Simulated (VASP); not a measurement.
**LaYF6: single point with r2SCAN+rVV10**

Crystal: LaYF6.

```
La Y F
1.0
     3.36779    1.94439    2.47547
    -3.36779    1.94439    2.47547
     0.00000   -3.88879    2.47547
La Y F
1 1 6
Direct
  0.00000 0.00000 0.00000
  0.50000 0.50000 0.50000
  0.52863 0.25408 0.07277
  0.25408 0.07277 0.52863
  0.92723 0.47137 0.74592
  0.74592 0.92723 0.47137
  0.47137 0.74592 0.92723
  0.07277 0.52863 0.25408
```

```yaml
Program: VASP 6.6.1
Task: single point
Functional: r2SCAN
Dispersion: rVV10
Potentials_or_basis: VASP PAW PBE potentials, release 64 (La, Y_sv, F)
Cutoff: 520 eV
k_mesh: 6 × 6 × 6
Occupations: fermi-dirac, width 0.03 eV
Spin: no spin polarisation
Dipole_correction: no
Further_INCAR_settings: ALGO = Normal; EDIFF = 1e-06; NBANDS = 42
```

```yaml
Pressure: -0.2 GPa
Largest_force: 0.023 eV/Å
Band_gap_on_the_k_mesh: 6.13 eV, direct
```

Forces on the atoms (eV/Å):
```
La   0.000  0.000  0.000
Y    0.000  0.000  0.000
F    0.012  0.010 -0.016
F    0.003 -0.016 -0.016
F    0.015 -0.006  0.016
F   -0.003  0.016  0.016
F   -0.012 -0.010  0.016
F   -0.015  0.006 -0.016
```

Stress tensor (GPa, compression positive):
```
-0.28  0.00  0.00
 0.00 -0.28  0.00
 0.00  0.00 -0.09
```

Levels at points of the mesh, in eV from the valence-band top:
```csv
k point,band 28,band 29,band 30,band 31,band 32,band 33,band 34,band 35,band 36,band 37
"(0.00, 0.00, 0.00)",-1.22,-1.19,-0.18,0.00,0.00,6.13,6.20,6.20,6.27,6.33
"(0.50, 0.00, 0.00)",-1.24,-1.10,-0.93,-0.23,-0.08,6.13,6.16,6.21,6.26,6.32
"(0.50, 0.50, 0.00)",-1.28,-1.00,-0.91,-0.89,-0.30,6.18,6.20,6.22,6.28,6.32
"(0.50, 0.50, 0.50)",-1.18,-1.02,-1.02,-0.67,-0.67,6.19,6.19,6.19,6.25,6.43
```

It took 8.6 min on 1 thread of Intel(R) Xeon(R) Platinum 8375C CPU @ 2.90GHz (Ice Lake), with other jobs on the host, peak memory 0.5 GiB.

Caveat: the PAW data sets were made with another functional, which shifts forces and pressure a little; spin-orbit coupling is left out, which moves the levels of the heavy elements. A k mesh can miss the band edges.
